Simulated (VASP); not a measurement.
Input of a VASP 6.6.1 run:

The input INCAR:

```
SYSTEM = NbTe
PREC = Accurate
ENCUT = 520
EDIFF = 1E-7
ISMEAR = 0
SIGMA = 0.05
LREAL = .False.
LASPH = .True.
NELM = 150
ALGO = Normal
ISIF = 2
LWAVE = .False.
LCHARG = .False.
ISPIN = 2
MAGMOM = 1.22 -1.22 0 0
LORBIT = 11
LMAXMIX = 4
GGA = PE
NBANDS = 31
```

File KPOINTS:

```
Automatic mesh
0
Gamma
  10 10 5
  0 0 0
```

Contents of POSCAR:

```
NbTe
1.0
    0.0000000000      2.8385694477      2.8385694477
    5.6771388953      2.8385694477      2.8385694477
    5.6771388953      5.6771388954      0.0000000000
Nb Te
2 2
Direct
    0.5000000000      0.5000000000      0.0000000000
    0.5000000000      0.5000000000      0.5000000000
    0.0000000000      0.0000000000      0.0000000000
    0.0000000000      0.0000000000      0.5000000000
```

Potentials or basis: VASP PAW PBE potentials, release 64 (Nb_sv, Te).

Run with:

```sh
$ cat potpaw_PBE.64/Nb_sv/POTCAR potpaw_PBE.64/Te/POTCAR > POTCAR
$ mpirun -np 1 vasp_std > vasp.out
```

Q: Estimate the net moment.

A: 0.00 μB per cell.

Q: What does it give for the site moments?

A: Nb +1.03, -1.03; Te -0.01, +0.01 μB.

Q: Predict the band gap on the k mesh.

A: Zero (filled and empty bands overlap).

Stress tensor (GPa, compression positive):
```
3.11 0.00 0.00
0.00 3.25 0.00
0.00 0.00 3.25
```

Caveat: the cell stands under pressure; spin-orbit coupling is left out, which moves the levels of the heavy elements.
